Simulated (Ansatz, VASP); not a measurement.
**V: VASP beside Ansatz**

```
V
1.0
     2.63857    0.00000    0.00000
    -1.31928    2.28506    0.00000
     0.00000    0.00000    4.78549
V
2
Cartesian
  0.0000 1.5234 1.1964
  1.3193 0.7617 3.5891
```

Alike in both runs: task single point; functional LDA; k mesh 12 × 12 × 6; occupations fermi-dirac, width 0.05 eV; collinear spin.

```csv
,VASP,Ansatz
version,VASP 6.6.1,Ansatz 0.2.0
potentials or method,"VASP PAW LDA potentials, release 64 (V_sv)",Ansatz PAW
plane-wave cutoff (eV),520,420
valence electrons in the cell,26,26
```

Ansatz gave:

* gap on the k mesh at the Fermi level (eV): none
* pressure (GPa): -18.2
* traceless stress, the component that is largest in VASP (GPa): 1.20
* net moment per atom (μB): 0.00

What did VASP give for the same quantities?

gap on the k mesh at the Fermi level (eV): none; pressure (GPa): -17.9; traceless stress, the component that is largest in VASP (GPa): 1.19; net moment per atom (μB): 0.00.

LDA's correlation is that of Perdew and Zunger in VASP and of Perdew and Wang (1992) in Ansatz. A gap of «none» marks a metal or a gap that the smearing closes.
